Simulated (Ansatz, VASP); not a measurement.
## SiO2: VASP beside Ansatz

The input POSCAR:

```
SiO2
1.0
    4.1014850227      0.0000000000      0.0000000000
    0.0000000000      4.1014850227      0.0000000000
    0.0000000000      0.0000000000      2.6154630931
Si O
2 4
Direct
    0.0000000000      0.0000000000      0.0000000000
    0.5000000000      0.5000000000      0.5000000000
    0.3041475490      0.3041475490      0.0000000000
    0.1958524510      0.8041475490      0.5000000000
    0.8041475490      0.1958524510      0.5000000000
    0.6958524510      0.6958524510      0.0000000000
```

INCAR.step1

```
SYSTEM = SiO2
PREC = Accurate
ENCUT = 520
ISMEAR = 0
SIGMA = 0.01
LREAL = .FALSE.
LASPH = .TRUE.
NELM = 80
NBANDS = 25
GGA = PE
ALGO = Normal
EDIFF = 1E-4
LWAVE = .TRUE.
LCHARG = .FALSE.
```

Contents of INCAR.step2:

```
SYSTEM = SiO2
PREC = Accurate
ENCUT = 520
EDIFF = 1E-7
ISMEAR = 0
SIGMA = 0.01
LREAL = .FALSE.
LASPH = .TRUE.
NELM = 80
ALGO = Normal
ISIF = 2
LWAVE = .FALSE.
LCHARG = .FALSE.
METAGGA = R2SCAN
LMIXTAU = .TRUE.
NBANDS = 25
ISTART = 1
```

Contents of KPOINTS:

```
regular mesh
0
G
  6 6 10
  0 0 0
```

Input for Ansatz:

```yaml
crystal:
  lattice:
    - [4.1014850227, 0.0, 0.0]
    - [0.0, 4.1014850227, 0.0]
    - [0.0, 0.0, 2.6154630931]
  atoms:
    - { symbol: Si, position: [0.0, 0.0, 0.0] }
    - { symbol: Si, position: [0.5, 0.5, 0.5] }
    - { symbol: O, position: [0.304147549, 0.304147549, 0.0] }
    - { symbol: O, position: [0.195852451, 0.804147549, 0.5] }
    - { symbol: O, position: [0.804147549, 0.195852451, 0.5] }
    - { symbol: O, position: [0.695852451, 0.695852451, 0.0] }
kpoints:
  mp_grid: { grid: [6, 6, 10] }
  band_path:
    path:
      - [0.0, 0.0, 0.0]
      - [0.0, 0.5, 0.0]
      - [0.5, 0.5, 0.0]
      - [0.0, 0.0, 0.5]
      - [0.0, 0.5, 0.5]
      - [0.5, 0.5, 0.5]
    npoints: 1
hamiltonian:
  xc: r2scan
scf:
  occupations: { method: fixed }
  n_extra_bands: 5
output:
  forces: true
  stress: true
  eigenvalues: true
  write_density: true
  write_potential: true
  elf: true
  volumetric_format: npy
```

Change from the starting cell: hydrostatic strain -2.0%.

Alike in both runs: task single point; functional r2SCAN; k mesh 6 × 6 × 10; no spin polarisation.

```csv
,VASP,Ansatz
version,VASP 6.6.1,Ansatz 0.2.0
potentials or method,"VASP PAW PBE potentials, release 64 (Si, O)","plane waves, PAW"
plane-wave cutoff (eV),520,500
occupations,"gaussian, width 0.01 eV",fixed
valence electrons in the cell,32,32
```

Ansatz gave:

| Quantity | Value |
| --- | --- |
| gap on the k mesh at the Fermi level (eV) | 7.59 |
| pressure (GPa) | 21.9 |
| traceless stress, the component that is largest in VASP (GPa) | 3.90 |
| rms of the force components (eV/Å) | 0.002 |

Which values does VASP return?

gap on the k mesh at the Fermi level (eV): 7.60; pressure (GPa): 22.5; traceless stress, the component that is largest in VASP (GPa): 4.56; rms of the force components (eV/Å): 0.013.

VASP's potentials were made for PBE, not for r2SCAN. Atom by atom the forces differ by 0.011 eV/Å (rms over components).
